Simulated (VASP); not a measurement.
# CO (P2_13) in VASP: further runs, part 2 of 2

VASP 6.6.1. Earlier steps stand in the parts before.

### 4 Single point, PBE

This run uses another cell than the first one, of 28.34 Å³/atom.

INCAR

```
SYSTEM = CO
ALGO     = Normal         ! electronic algorithm
EDIFF    = 1E-6           ! SCF threshold, eV
ENCUT    = 600            ! plane-wave cutoff, eV
GGA      = PE             ! functional
GGA_COMPAT= .FALSE.      
ISIF     = 2              ! what is computed and relaxed
ISMEAR   = 0              ! smearing method
LASPH    = .TRUE.         ! aspherical terms in the spheres
LCHARG   = .FALSE.        ! write CHGCAR
LREAL    = .FALSE.        ! projectors in reciprocal space
LWAVE    = .FALSE.        ! write WAVECAR
NBANDS   = 30             ! bands
NELM     = 120            ! most SCF steps
PREC     = Accurate       ! precision mode
SIGMA    = 0.02           ! smearing width, eV
```

KPOINTS

```
k-points
0
G
  4 4 4
  0 0 0
```

POSCAR

```
CO
1.0
    6.0978309349      0.0000000000      0.0000000000
    0.0000000000      6.0978309349      0.0000000000
    0.0000000000      0.0000000000      6.0978309349
C O
4 4
Direct
    0.9661477803      0.9661477803      0.9661477803
    0.5338522197      0.0338522197      0.4661477803
    0.4661477803      0.5338522197      0.0338522197
    0.0338522197      0.4661477803      0.5338522197
    0.0736114394      0.0736114394      0.0736114394
    0.4263885606      0.9263885606      0.5736114394
    0.5736114394      0.4263885606      0.9263885606
    0.9263885606      0.5736114394      0.4263885606
```

Potentials or basis: VASP PAW PBE potentials, release 64 (C, O).

Started as:

```bash
> cat potpaw_PBE.64/C/POTCAR potpaw_PBE.64/O/POTCAR > POTCAR
> mpirun -np 1 vasp_std > vasp.out
```

OUTCAR:

```text
SYSTEM = CO
   EDIFF = 1E-6
   ENCUT = 600
   GGA = PE
   ISIF = 2
   ISMEAR = 0
   LASPH = .TRUE.
   LREAL = .FALSE.
   NELM = 120
   PREC = Accurate

 ion  position               nearest neighbor table
   1  0.966  0.966  0.966-   5 1.14
   2  0.534  0.034  0.466-   6 1.14
   3  0.466  0.534  0.034-   7 1.14
   4  0.034  0.466  0.534-   8 1.14
   5  0.074  0.074  0.074-   1 1.14
   6  0.426  0.926  0.574-   2 1.14
   7  0.574  0.426  0.926-   3 1.14
   8  0.926  0.574  0.426-   4 1.14

  LATTYP: Found a simple cubic cell.
 ALAT       =     6.0978309349

  Lattice vectors:

 A1 = (   6.0978309349,   0.0000000000,   0.0000000000)
 A2 = (   0.0000000000,   6.0978309349,   0.0000000000)
 A3 = (   0.0000000000,   0.0000000000,   6.0978309349)

Analysis of symmetry for initial positions (statically):
=====================================================================
 Subroutine PRICEL returns:
 Original cell was already a primitive cell.

 Routine SETGRP: Setting up the symmetry group for a
 simple cubic supercell.

 Subroutine GETGRP returns: Found 12 space group operations
 (whereof  3 operations were pure point group operations)
 out of a pool of 48 trial point group operations.

The static configuration has the point symmetry C_3 .
 The point group associated with its full space group is T   .

Analysis of symmetry for dynamics (positions and initial velocities):
=====================================================================
 Subroutine PRICEL returns:
 Original cell was already a primitive cell.

 Routine SETGRP: Setting up the symmetry group for a
 simple cubic supercell.

 Subroutine GETGRP returns: Found 12 space group operations
 (whereof  3 operations were pure point group operations)
 out of a pool of 48 trial point group operations.

The dynamic configuration has the point symmetry C_3 .
[... 121 lines left out ...]
  Thomas-Fermi vector in A             =   2.043213
   LORBIT       =      0    0 simple, 1 ext, 2 COOP (PROOUT), +10 PAW based schemes
   GGA     = PE    functional components
   LHFCALC =     F    Hartree Fock is set to
   AEXX    =    0.0000 exact exchange contribution
   IVDW    =     0    specifies the selected vdW correction
   LEPSILON=     F    determine dielectric tensor
   LRPA    =     F    only Hartree local field effects (RPA)
 non-spin polarized calculation
 Gauss-broadening in eV      SIGMA  =   0.02
  energy-cutoff  :      600.00
  volume of cell :      226.74
 maximum number of plane-waves:      7624
 NGX is ok and might be reduce to    50
   NGX = 25   NGY = 25   NGZ = 25

 number of electron      40.0000012 magnetization

 Free energy of the ion-electron system (eV)
  ---------------------------------------------------
  ext. energy  EPLUGINS =         0.00000000
  ---------------------------------------------------
  free energy    TOTEN  =       -59.30761272 eV

  energy without entropy =      -59.30761272  energy(sigma->0) =      -59.30761272

 E-fermi :  -5.9783     XC(G=0):  -5.6958

 val. band max:       -6.0946411967   @ k =   0.2500   0.0000   0.0000
 cond. band min:       0.2085286257   @ k =   0.2500   0.2500   0.0000
 fundamental gap:      6.3031698224
 Fermi energy:        -5.9782919172

 k-point     1 :       0.0000    0.0000    0.0000
  band No.  band energies     occupation
      1     -26.5943      2.00000
      2     -26.5715      2.00000
      3     -26.5715      2.00000
      4     -26.5715      2.00000
      5     -11.3105      2.00000
      6     -11.3105      2.00000
[... 352 lines left out ...]
     29       4.5649      0.00000
     30       4.5649      0.00000

------------------------ aborting loop because EDIFF is reached ----------------------------------------

  FORCE on cell =-STRESS in cart. coord.  units (eV):
  Direction    XX          YY          ZZ          XY          YZ          ZX
  --------------------------------------------------------------------------------------
  -------------------------------------------------------------------------------------
  Total        1.1683725      1.1683725      1.1683725     -0.0000000     -0.0000000     -0.0000000
  in kB        8.2559253      8.2559253      8.2559253     -0.0000000     -0.0000000     -0.0000000
  external PRESSURE =       8.2559253 kB  Pullay stress =       0.0000000 kB

 VOLUME and BASIS-vectors are now :
 -----------------------------------------------------------------------------
  energy-cutoff  :      600.00
  volume of cell :      226.74
      direct lattice vectors                 reciprocal lattice vectors
     6.097830935  0.000000000  0.000000000     0.163992739  0.000000000  0.000000000
     0.000000000  6.097830935  0.000000000     0.000000000  0.163992739  0.000000000
     0.000000000  0.000000000  6.097830935     0.000000000  0.000000000  0.163992739

 POSITION                                       TOTAL-FORCE (eV/Angst)
 -----------------------------------------------------------------------------------
      5.89141      5.89141      5.89141        -0.522784     -0.522784     -0.522784
      3.25534      0.20643      2.84249         0.522784      0.522784     -0.522784
      2.84249      3.25534      0.20643        -0.522784      0.522784      0.522784
      0.20643      2.84249      3.25534         0.522784     -0.522784      0.522784
      0.44887      0.44887      0.44887         0.523553      0.523553      0.523553
      2.60005      5.64896      3.49779        -0.523553     -0.523553      0.523553
      3.49779      2.60005      5.64896         0.523553     -0.523553     -0.523553
      5.64896      3.49779      2.60005        -0.523553      0.523553     -0.523553
 -----------------------------------------------------------------------------------
    total drift:                               -0.000000     -0.000000     -0.000000

  FREE ENERGIE OF THE ION-ELECTRON SYSTEM (eV)
  ---------------------------------------------------
  free  energy   TOTEN  =       -59.3076127226 eV

  energy  without entropy=      -59.3076127226  energy(sigma->0) =      -59.30761272
```

Wall time 45 s (1 thread of Intel Xeon 6975P-C (Granite Rapids), shared host); peak memory 0.36 GiB.

Results:

```
Free energy            : -59.3076 eV
Pressure               : 0.8 GPa
Largest force          : 0.907 eV/Å
Band gap on the k mesh : 6.30 eV (least direct gap 6.31 eV)
```

Forces on the atoms (eV/Å):
```
C   -0.523 -0.523 -0.523
C    0.523  0.523 -0.523
C   -0.523  0.523  0.523
C    0.523 -0.523  0.523
O    0.524  0.524  0.524
O   -0.524 -0.524  0.524
O    0.524 -0.524 -0.524
O   -0.524  0.524 -0.524
```

Levels at points of the mesh, in eV from the valence-band top:
```
           k point  band 17  band 18  band 19  band 20  band 21  band 22  band 23  band 24
(0.00, 0.00, 0.00)    -0.73    -0.02    -0.02    -0.02     6.47     6.47     6.47     6.91
(0.50, 0.00, 0.00)    -0.36    -0.36     0.00     0.00     6.33     6.33     6.82     6.82
(0.50, 0.50, 0.00)    -0.23    -0.23    -0.13    -0.13     6.45     6.45     6.68     6.68
(0.50, 0.50, 0.50)    -0.18    -0.18    -0.18    -0.18     6.68     6.68     6.68     6.68
```

Caveat: this functional lacks dispersion, which holds the molecules together, so the pressure and a relaxed volume are unreliable.

### 5 The runs side by side

| cell | smearing | gap on the mesh (eV) | pressure (GPa) | largest force (eV/Å) |
| --- | --- | --- | --- | --- |
| a = 5.630 Å, 8 atoms, atomic positions A | gaussian 0.1 eV | 6.45 | 15.6 | 12.10 |
| a = 5.764 Å, 8 atoms, atomic positions B | gaussian 0.1 eV | 6.11 | 1.3 | 0.92 |
| a = 6.098 Å, 8 atoms, atomic positions C | gaussian 0.02 eV | 6.30 | 0.8 | 0.91 |

Alike in all rows: task single point; level PBE; potentials or basis VASP PAW PBE potentials, release 64 (C, O); no spin polarisation; k mesh 4 × 4 × 4; cutoff (eV) 600.

Caveats: this functional lacks dispersion, which holds the molecules together, so the pressure and a relaxed volume are unreliable; the cell stands under pressure (at least some runs); forces of over 1 eV/Å act on the atoms, so gaps and moduli don't describe the material at rest (at least some runs).

Absolute energies hang on the potentials; compare differences alone.
